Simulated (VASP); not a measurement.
Crystal: NaF (Villiaumite).

```
Na F
1.0
     0.00000    2.28864    2.28864
     2.28864    0.00000    2.28864
     2.28864    2.28864    0.00000
Na F
1 1
Direct
  0.00000 0.00000 0.00000
  0.50000 0.50000 0.50000
```

Base run:

```yaml
Program: VASP 6.6.1
Functional: r2SCAN
Potentials_or_basis: VASP PAW PBE potentials, release 64 (Na_pv, F)
Cutoff: 520 eV
k_mesh: 10 × 10 × 10
Occupations: fermi-dirac, width 0.05 eV
Spin: no spin polarisation
```

Its results: band gap on the k mesh 7.39 eV, direct; pressure -0.3 GPa.

Question: The run is repeated on the same cell with these changes: functional from r2SCAN to LDA; potentials or basis from VASP PAW PBE potentials, release 64 (Na_pv, F) to VASP PAW LDA potentials, release 64 (Na_pv, F). What comes out?

Answer: Band gap on the k mesh 6.15 eV, direct; pressure -2.8 GPa.

Caveats: the PAW data sets were made with another functional, which shifts forces and pressure a little (some runs).

A k mesh can miss the band edges.
